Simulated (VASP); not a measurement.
**Sc3S: relaxation of cell and atoms with PBE**

Crystal: Sc3S.

```
Sc S
1.0
     6.13105    0.00000    0.00000
    -3.06553    5.30965    0.00000
     0.00000    0.00000    4.92112
Sc S
6 2
Direct
  0.83300 0.66600 0.25000
  0.16700 0.83300 0.75000
  0.33400 0.16700 0.25000
  0.16700 0.33400 0.75000
  0.83300 0.16700 0.25000
  0.66600 0.83300 0.75000
  0.33333 0.66667 0.25000
  0.66667 0.33333 0.75000
```

| Property | Result |
| --- | --- |
| Program | VASP 6.6.1 |
| Task | relaxation of cell and atoms |
| Functional | PBE |
| Potentials or basis | VASP PAW PBE potentials, release 64 (Sc_sv, S) |
| Cutoff | 600 eV |
| k mesh | 3 × 3 × 4 |
| Occupations | gaussian, width 0.1 eV |
| Spin | no spin polarisation |
| Dipole correction | no |
| Further INCAR settings | ALGO = Normal; EDIFF = 1e-07; IBRION = 2; EDIFFG = -0.04; NSW = 90; ISIF = 3 |

```
Relaxed volume                         : 19.17 Å³/atom
Relaxed cell                           : a = 6.107 Å, b = 6.107 Å, c = 4.748 Å, α = 90.00°, β = 90.00°, γ = 120.00°
Space group after relaxing (to 0.05 Å) : P6_3/mmc (No. 194)
Energy gained by relaxing              : 16.1 meV/atom
Ionic steps                            : 6
Pressure after relaxing                : -0.1 GPa
Largest force after relaxing           : 0.025 eV/Å
Band gap on the k mesh                 : zero (band 39 reaches 6.33 eV, above the bottom of band 40 at 5.62 eV)
```

Forces on the atoms (eV/Å):
```
Sc   0.000  0.025  0.000
Sc  -0.022  0.013  0.000
Sc  -0.022 -0.013  0.000
Sc   0.000 -0.025  0.000
Sc   0.022 -0.013  0.000
Sc   0.022  0.013  0.000
S    0.000  0.000  0.000
S    0.000  0.000  0.000
```

Stress tensor (GPa, compression positive):
```
 0.03  0.00  0.00
 0.00  0.03  0.00
 0.00  0.00 -0.26
```

Step by step:
```
step  energy change (eV)  largest force (eV/Å)  pressure (GPa)  volume (Å³)
   1              0.0000                0.4832           -1.63       160.20
   2             -0.0863                0.2876           -0.43       155.52
   3             -0.1080                0.1046            0.69       151.77
   4             -0.1224                0.0165            0.13       152.95
   5             -0.1244                0.0802           -0.16       153.60
   6             -0.1291                0.0252           -0.06       153.37
```

Final structure:
```yaml
crystal:
  lattice:
    - [6.10728, 0.00000, 0.00000]
    - [-3.05364, 5.28906, 0.00000]
    - [0.00000, 0.00000, 4.74803]
  atoms:
    - { symbol: Sc, position: [0.82760, 0.65521, 0.25000] }
    - { symbol: Sc, position: [0.17239, 0.82761, 0.75000] }
    - { symbol: Sc, position: [0.34479, 0.17239, 0.25000] }
    - { symbol: Sc, position: [0.17239, 0.34479, 0.75000] }
    - { symbol: Sc, position: [0.82761, 0.17239, 0.25000] }
    - { symbol: Sc, position: [0.65521, 0.82761, 0.75000] }
    - { symbol: S, position: [0.33333, 0.66667, 0.25000] }
    - { symbol: S, position: [0.66667, 0.33333, 0.75000] }
```

Levels at points of the mesh, in eV from the Fermi level:
```
           k point  band 36  band 37  band 38  band 39  band 40  band 41  band 42  band 43
(0.00, 0.00, 0.00)    -1.11    -0.75    -0.75    -0.75    -0.55    -0.29    -0.29     1.05
(0.00, 0.00, 0.50)    -1.39    -1.39    -1.39     0.11     0.11     0.42     0.42     0.42
```

It took 5.6 min on 1 thread of Intel(R) Xeon(R) Platinum 8488C (Sapphire Rapids), on a shared host, peak memory 0.34 GiB.

Caveat: the k points lie up to 0.40 Å⁻¹ apart in the final cell.
